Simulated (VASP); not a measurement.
A run of VASP 6.6.1:

The input INCAR:

```
SYSTEM = Cu
ALGO = Fast
EDIFF = 1E-6
ENCUT = 520
GGA = PS
ISIF = 2
ISMEAR = 0
LASPH = .TRUE.
LCHARG = .FALSE.
LREAL = .FALSE.
LWAVE = .FALSE.
NBANDS = 18
NELM = 80
PREC = Accurate
SIGMA = 0.15
```

KPOINTS

```
k-points
0
G
  28 28 26
  0 0 0
```

Contents of POSCAR:

```
Cu
1.0
    1.2147975457     -3.9598457492      0.0000000000
    1.2147975457      3.9598457492      0.0000000000
    0.0000000000      0.0000000000      2.4677050569
Cu
2
Direct
    0.1338530444      0.8661469556      0.2500000000
    0.8661469556      0.1338530444      0.7500000000
```

Potentials or basis: VASP PAW PBE potentials, release 64 (Cu).

Command:

```sh
$ cat potpaw_PBE.64/Cu/POTCAR > POTCAR
$ mpirun -np 1 vasp_std > vasp.out
```

Hardware: 1 thread of Intel(R) Xeon(R) 6975P-C (Granite Rapids) (shared host).

Problem. Estimate the wall time of this run.

Solution. Run time: 8.2 min on 1 thread of Intel(R) Xeon(R) 6975P-C (Granite Rapids), on a shared host, peak memory 1.1 GiB. Counts: scf iterations 16, k points 2954.
